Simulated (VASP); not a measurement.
# TePb (Fm-3m) in VASP: a series of runs

Aim: see how the results for TePb move with the level of theory and the settings. Levels: PBE, PBEsol, LDA, r2SCAN. Tasks: relaxation of cell and atoms, single point.

Program: VASP 6.6.1. These are calculated values, not measurements. Logs are shortened: lines on timing, memory, paths and dates and some standing lists are left out, and cuts for length are marked.

## (1) The cell of the first run

It takes space group Fm-3m (No. 225, cubic). Conventional cell: a = 6.462 Å, b = 6.462 Å, c = 6.462 Å, α = 90.00°, β = 90.00°, γ = 90.00°. Within 4.3 Å of Te (site symmetry m-3m) lie 6 Pb at 3.23 Å. Pb (site symmetry m-3m) has 6 Te at 3.23 Å within 4.3 Å.

## (2) Relaxation of cell and atoms, PBE

INCAR reads:

```
SYSTEM = TePb
ALGO = Normal ; EDIFF = 1E-7
EDIFFG = -0.01 ; ENCUT = 600
GGA = PE ; IBRION = 2
ISIF = 3 ; ISMEAR = -1
LASPH = .TRUE. ; LCHARG = .FALSE.
LREAL = .FALSE. ; LWAVE = .FALSE.
NELM = 80 ; NSW = 80
PREC = Accurate ; SIGMA = 0.02
```

KPOINTS reads:

```
k-points
0
G
  8 8 8
  0 0 0
```

POSCAR reads:

```
TePb
1.0
    0.0000000000      3.2310000000      3.2310000000
    3.2310000000      0.0000000000      3.2310000000
    3.2310000000      3.2310000000      0.0000000000
Te Pb
1 1
Direct
    0.5000000000      0.5000000000      0.5000000000
    0.0000000000      0.0000000000      0.0000000000
```

Potentials or basis: VASP PAW PBE potentials, release 64 (Te, Pb_d).

Started as:

```bash
cat potpaw_PBE.64/Te/POTCAR potpaw_PBE.64/Pb_d/POTCAR > POTCAR
mpirun -np 1 vasp_std > vasp.out
```

OUTCAR:

```text
SYSTEM = TePb
   EDIFF = 1E-7
   EDIFFG = -0.01
   ENCUT = 600
   GGA = PE
   IBRION = 2
   ISIF = 3
   ISMEAR = -1
   LASPH = .TRUE.
   LREAL = .FALSE.
   NELM = 80
   NSW = 80
   PREC = Accurate

 ion  position               nearest neighbor table
   1  0.500  0.500  0.500-   2 3.23   2 3.23   2 3.23   2 3.23   2 3.23   2 3.23
   2  0.000  0.000  0.000-   1 3.23   1 3.23   1 3.23   1 3.23   1 3.23   1 3.23

  LATTYP: Found a face centered cubic cell.
 ALAT       =     6.4620000000

  Lattice vectors:

 A1 = (   0.0000000000,   3.2310000000,   3.2310000000)
 A2 = (   3.2310000000,   0.0000000000,   3.2310000000)
 A3 = (   3.2310000000,   3.2310000000,   0.0000000000)

Analysis of symmetry for initial positions (statically):
=====================================================================
 Subroutine PRICEL returns:
 Original cell was already a primitive cell.

 Routine SETGRP: Setting up the symmetry group for a
 face centered cubic supercell.

 Subroutine GETGRP returns: Found 48 space group operations
 (whereof 48 operations were pure point group operations)
 out of a pool of 48 trial point group operations.

The static configuration has the point symmetry O_h .

Analysis of symmetry for dynamics (positions and initial velocities):
=====================================================================
 Subroutine PRICEL returns:
 Original cell was already a primitive cell.

 Routine SETGRP: Setting up the symmetry group for a
 face centered cubic supercell.

 Subroutine GETGRP returns: Found 48 space group operations
 (whereof 48 operations were pure point group operations)
 out of a pool of 48 trial point group operations.

The dynamic configuration has the point symmetry O_h .

 Subroutine INISYM returns: Found 48 space group operations
 (whereof 48 operations are pure point group operations),
 and found     1 'primitive' translations

----------------------------------------------------------------------------------------

                                     Primitive cell

  volume of cell :      67.4592

  direct lattice vectors                    reciprocal lattice vectors
     0.000000000  3.231000000  3.231000000    -0.154750851  0.154750851  0.154750851
     3.231000000  0.000000000  3.231000000     0.154750851 -0.154750851  0.154750851
     3.231000000  3.231000000  0.000000000     0.154750851  0.154750851 -0.154750851

  length of vectors
     4.569324020  4.569324020  4.569324020     0.268036337  0.268036337  0.268036337

[... 103 lines left out ...]
  Thomas-Fermi vector in A             =   2.227868
   LORBIT       =      0    0 simple, 1 ext, 2 COOP (PROOUT), +10 PAW based schemes
   GGA     = PE    functional components
   LHFCALC =     F    Hartree Fock is set to
   AEXX    =    0.0000 exact exchange contribution
   IVDW    =     0    specifies the selected vdW correction
   LEPSILON=     F    determine dielectric tensor
   LRPA    =     F    only Hartree local field effects (RPA)
 conjugate gradient relaxation of ions
 non-spin polarized calculation
  energy-cutoff  :      600.00
  volume of cell :       67.46
 maximum number of plane-waves:      2272
 NGX is ok and might be reduce to    40
   NGX = 19   NGY = 19   NGZ = 19

--------------------------------------- Ionic step        1  -------------------------------------------

 number of electron      19.9999998 magnetization

 Free energy of the ion-electron system (eV)
  ---------------------------------------------------
  ext. energy  EPLUGINS =         0.00000000
  ---------------------------------------------------
  free energy    TOTEN  =        -7.50127573 eV

  energy without entropy =       -7.50127573  energy(sigma->0) =       -7.50127573

------------------------ aborting loop because EDIFF is reached ----------------------------------------

  FORCE on cell =-STRESS in cart. coord.  units (eV):
  Direction    XX          YY          ZZ          XY          YZ          ZX
  --------------------------------------------------------------------------------------
  -------------------------------------------------------------------------------------
  Total        0.8939836      0.8939836      0.8939836      0.0000000      0.0000000      0.0000000
  in kB       21.2324091     21.2324091     21.2324091      0.0000000      0.0000000      0.0000000
  external PRESSURE =      21.2324091 kB  Pullay stress =       0.0000000 kB
[... 59 lines left out ...]
--------------------------------------- Ionic step        3  -------------------------------------------

 number of electron      20.0000002 magnetization

 Free energy of the ion-electron system (eV)
  ---------------------------------------------------
  ext. energy  EPLUGINS =         0.00000000
  ---------------------------------------------------
  free energy    TOTEN  =        -7.52266814 eV

  energy without entropy =       -7.52266814  energy(sigma->0) =       -7.52266814

 E-fermi :   5.4189     XC(G=0):  -9.0819

 val. band max:        5.0019502387   @ k =   0.5000   0.0000   0.0000
 cond. band min:       5.8332512420   @ k =   0.5000   0.0000   0.0000
 fundamental gap:      0.8313010033
 Fermi energy:         5.4188522780

 k-point     1 :       0.0000    0.0000    0.0000
  band No.  band energies     occupation
      1     -11.6417      2.00000
      2     -11.6417      2.00000
      3     -11.6360      2.00000
      4     -11.6360      2.00000
      5     -11.6360      2.00000
      6      -6.6164      2.00000
      7      -0.7072      2.00000
      8       3.8447      2.00000
      9       3.8447      2.00000
     10       3.8447      2.00000
     11       9.0286      0.00000
     12       9.0286      0.00000
     13       9.0286      0.00000
     14      10.9155      0.00000
[... 377 lines left out ...]
      1     -11.6638      2.00000
      2     -11.6476      2.00000
      3     -11.6307      2.00000
      4     -11.6262      2.00000
      5     -11.6197      2.00000
      6      -5.1426      2.00000
      7      -3.1009      2.00000
      8       2.5044      2.00000
      9       2.6890      2.00000
     10       4.6289      2.00000
     11       6.4248      0.00000
     12       8.5324      0.00000
     13       8.9387      0.00000
     14      11.8920      0.00000

 [... further k-points ...]

------------------------ aborting loop because EDIFF is reached ----------------------------------------

  FORCE on cell =-STRESS in cart. coord.  units (eV):
  Direction    XX          YY          ZZ          XY          YZ          ZX
  --------------------------------------------------------------------------------------
  -------------------------------------------------------------------------------------
  Total        0.0037382      0.0037382      0.0037382     -0.0000000      0.0000000     -0.0000000
  in kB        0.0845528      0.0845528      0.0845528     -0.0000000      0.0000000     -0.0000000
  external PRESSURE =       0.0845528 kB  Pullay stress =       0.0000000 kB
[... 17 lines left out ...]
  FREE ENERGIE OF THE ION-ELECTRON SYSTEM (eV)
  ---------------------------------------------------
  free  energy   TOTEN  =        -7.5226681427 eV

  energy  without entropy=       -7.5226681426  energy(sigma->0) =       -7.52266814

 reached required accuracy - stopping structural energy minimisation
```

Run time: 1.8 min. Hardware: 1 thread of Intel Xeon 8259CL, shared host; peak memory 0.26 GiB.

Results:

```yaml
Free_energy: -7.5227 eV
Relaxed_volume: 35.42 Å³/atom
Relaxed_cell: a = 4.644 Å, b = 4.644 Å, c = 4.644 Å, α = 60.00°, β = 60.00°, γ = 60.00°
Space_group_after_relaxing_to_0.1_Å: Fm-3m (No. 225)
Energy_gained_by_relaxing: 10.7 meV/atom
Ionic_steps: 3
Pressure_after_relaxing: 0.0 GPa
Band_gap_on_the_k_mesh: 0.83 eV
```

The path:
```tsv
step	energy change (eV)	largest force (eV/Å)	pressure (GPa)	volume (Å³)
1	0.0000	0.0000	2.12	67.46
2	-0.0195	0.0000	-0.56	71.92
3	-0.0214	0.0000	0.01	70.83
```

Final structure:
```
Te Pb
1.0
     0.00000    3.28402    3.28402
     3.28402    0.00000    3.28402
     3.28402    3.28402    0.00000
Te Pb
1 1
Direct
  0.50000 0.50000 0.50000
  0.00000 0.00000 0.00000
```

Levels at points of the mesh, in eV from the valence-band top:
```csv
k point,band 8,band 9,band 10,band 11,band 12,band 13
"(0.00, 0.00, 0.00)",-1.16,-1.16,-1.16,4.03,4.03,4.03
"(0.50, 0.00, 0.00)",-0.73,-0.73,0.00,0.83,1.39,1.39
"(0.50, 0.50, 0.00)",-4.11,-2.52,-2.52,3.51,5.31,5.31
```

Caveat: spin-orbit coupling is left out, which moves the levels of the heavy elements. PBE usually gives volumes a little too large and moduli too small.

## (3) Relaxation of cell and atoms, PBEsol

INCAR reads:

```
SYSTEM = TePb
ALGO = Normal ; EDIFF = 1E-6
EDIFFG = -0.01 ; ENCUT = 600
GGA = PS ; IBRION = 2
ISIF = 3 ; ISMEAR = -1
LASPH = .TRUE. ; LCHARG = .FALSE.
LREAL = .FALSE. ; LWAVE = .FALSE.
NELM = 80 ; NSW = 80
PREC = Accurate ; SIGMA = 0.02
```

KPOINTS is that of step 2.

POSCAR is that of step 2.

Potentials or basis: VASP PAW PBE potentials, release 64 (Te, Pb_d).

Started as:

```bash
cat potpaw_PBE.64/Te/POTCAR potpaw_PBE.64/Pb_d/POTCAR > POTCAR
mpirun -np 1 vasp_std > vasp.out
```

OUTCAR:

```text
SYSTEM = TePb
   EDIFF = 1E-6
   EDIFFG = -0.01
   ENCUT = 600
   GGA = PS
   IBRION = 2
   ISIF = 3
   ISMEAR = -1
   LASPH = .TRUE.
   LREAL = .FALSE.
   NELM = 80
   NSW = 80
   PREC = Accurate

 ion  position               nearest neighbor table
   1  0.500  0.500  0.500-   2 3.23   2 3.23   2 3.23   2 3.23   2 3.23   2 3.23
   2  0.000  0.000  0.000-   1 3.23   1 3.23   1 3.23   1 3.23   1 3.23   1 3.23

  LATTYP: Found a face centered cubic cell.
 ALAT       =     6.4620000000

  Lattice vectors:

 A1 = (   0.0000000000,   3.2310000000,   3.2310000000)
 A2 = (   3.2310000000,   0.0000000000,   3.2310000000)
 A3 = (   3.2310000000,   3.2310000000,   0.0000000000)

Analysis of symmetry for initial positions (statically):
=====================================================================
 Subroutine PRICEL returns:
 Original cell was already a primitive cell.

 Routine SETGRP: Setting up the symmetry group for a
 face centered cubic supercell.

 Subroutine GETGRP returns: Found 48 space group operations
 (whereof 48 operations were pure point group operations)
 out of a pool of 48 trial point group operations.

The static configuration has the point symmetry O_h .

Analysis of symmetry for dynamics (positions and initial velocities):
=====================================================================
 Subroutine PRICEL returns:
 Original cell was already a primitive cell.

 Routine SETGRP: Setting up the symmetry group for a
 face centered cubic supercell.

 Subroutine GETGRP returns: Found 48 space group operations
 (whereof 48 operations were pure point group operations)
 out of a pool of 48 trial point group operations.

The dynamic configuration has the point symmetry O_h .

 Subroutine INISYM returns: Found 48 space group operations
 (whereof 48 operations are pure point group operations),
 and found     1 'primitive' translations

----------------------------------------------------------------------------------------
[... 137 lines left out ...]
  ---------------------------------------------------
  ext. energy  EPLUGINS =         0.00000000
  ---------------------------------------------------
  free energy    TOTEN  =        -8.25851127 eV

  energy without entropy =       -8.25851127  energy(sigma->0) =       -8.25851127

------------------------ aborting loop because EDIFF is reached ----------------------------------------

  FORCE on cell =-STRESS in cart. coord.  units (eV):
  Direction    XX          YY          ZZ          XY          YZ          ZX
  --------------------------------------------------------------------------------------
  -------------------------------------------------------------------------------------
  Total       -0.1639793     -0.1639793     -0.1639793      0.0000000      0.0000000      0.0000000
  in kB       -3.8945633     -3.8945633     -3.8945633      0.0000000      0.0000000      0.0000000
  external PRESSURE =      -3.8945633 kB  Pullay stress =       0.0000000 kB
[... 59 lines left out ...]
--------------------------------------- Ionic step        3  -------------------------------------------

 number of electron      19.9999998 magnetization

 Free energy of the ion-electron system (eV)
  ---------------------------------------------------
  ext. energy  EPLUGINS =         0.00000000
  ---------------------------------------------------
  free energy    TOTEN  =        -8.25920085 eV

  energy without entropy =       -8.25920085  energy(sigma->0) =       -8.25920085

 E-fermi :   5.8959     XC(G=0):  -9.5084

 val. band max:        5.5710571467   @ k =   0.5000   0.0000   0.0000
 cond. band min:       6.2214504349   @ k =   0.5000   0.0000   0.0000
 fundamental gap:      0.6503932883
 Fermi energy:         5.8959228684

 k-point     1 :       0.0000    0.0000    0.0000
  band No.  band energies     occupation
      1     -11.0729      2.00000
      2     -11.0729      2.00000
      3     -11.0613      2.00000
      4     -11.0613      2.00000
      5     -11.0613      2.00000
      6      -6.5346      2.00000
      7      -0.0230      2.00000
      8       4.2043      2.00000
      9       4.2043      2.00000
     10       4.2043      2.00000
     11       9.6369      0.00000
     12       9.6369      0.00000
     13       9.6369      0.00000
     14      11.3086      0.00000
[... 377 lines left out ...]
      1     -11.1040      2.00000
      2     -11.0812      2.00000
      3     -11.0550      2.00000
      4     -11.0489      2.00000
      5     -11.0402      2.00000
      6      -4.8725      2.00000
      7      -2.8113      2.00000
      8       2.7374      2.00000
      9       2.9515      2.00000
     10       5.1056      2.00000
     11       6.8493      0.00000
     12       9.1222      0.00000
     13       9.5986      0.00000
     14      12.3227      0.00000

 [... further k-points ...]

------------------------ aborting loop because EDIFF is reached ----------------------------------------

  FORCE on cell =-STRESS in cart. coord.  units (eV):
  Direction    XX          YY          ZZ          XY          YZ          ZX
  --------------------------------------------------------------------------------------
  -------------------------------------------------------------------------------------
  Total       -0.0024282     -0.0024282     -0.0024282     -0.0000000      0.0000000      0.0000000
  in kB       -0.0581623     -0.0581623     -0.0581623     -0.0000000      0.0000000      0.0000000
  external PRESSURE =      -0.0581623 kB  Pullay stress =       0.0000000 kB
[... 17 lines left out ...]
  FREE ENERGIE OF THE ION-ELECTRON SYSTEM (eV)
  ---------------------------------------------------
  free  energy   TOTEN  =        -8.2592008484 eV

  energy  without entropy=       -8.2592008474  energy(sigma->0) =       -8.25920085

 reached required accuracy - stopping structural energy minimisation
```

CONTCAR:

```text
TePb
   1.00000000000000
     0.0000000000000000    3.2218515790737676    3.2218515790737676
     3.2218515790737676    0.0000000000000000    3.2218515790737676
     3.2218515790737676    3.2218515790737676    0.0000000000000000
  Te              Pb
     1     1
Direct
     0.5000000000000000    0.5000000000000000    0.5000000000000000
     0.0000000000000000    0.0000000000000000    0.0000000000000000

  0.00000000E+00  0.00000000E+00  0.00000000E+00
  0.00000000E+00  0.00000000E+00  0.00000000E+00
```

It took 86 s on 1 thread of Intel Xeon 8259CL, shared host; peak memory 0.26 GiB.

What came out:

```yaml
Free_energy: -8.2592 eV
Relaxed_volume: 33.44 Å³/atom
Relaxed_cell: a = 4.556 Å, b = 4.556 Å, c = 4.556 Å, α = 60.00°, β = 60.00°, γ = 60.00°
Space_group_after_relaxing_to_0.1_Å: Fm-3m (No. 225)
Energy_gained_by_relaxing: 0.3 meV/atom
Ionic_steps: 3
Pressure_after_relaxing: 0.0 GPa
Band_gap_on_the_k_mesh: 0.65 eV
```

Step by step:
```
step  energy change (eV)  largest force (eV/Å)  pressure (GPa)  volume (Å³)
   1              0.0000                0.0000           -0.39        67.46
   2             -0.0006                0.0000            0.16        66.66
   3             -0.0007                0.0000           -0.01        66.89
```

Final structure:
```cif
data_structure
_symmetry_space_group_name_H-M 'P 1'
_symmetry_Int_Tables_number 1
_cell_length_a 4.5564
_cell_length_b 4.5564
_cell_length_c 4.5564
_cell_angle_alpha 60.000
_cell_angle_beta 60.000
_cell_angle_gamma 60.000
_cell_volume 66.89
loop_
_atom_site_label
_atom_site_type_symbol
_atom_site_fract_x
_atom_site_fract_y
_atom_site_fract_z
_atom_site_occupancy
Te1 Te 0.50000 0.50000 0.50000 1
Pb1 Pb 0.00000 0.00000 0.00000 1
```

Caveat: the PAW data sets were made with another functional, which shifts forces and pressure a little; spin-orbit coupling is left out, which moves the levels of the heavy elements.

(Continued in part 2 of 2.)
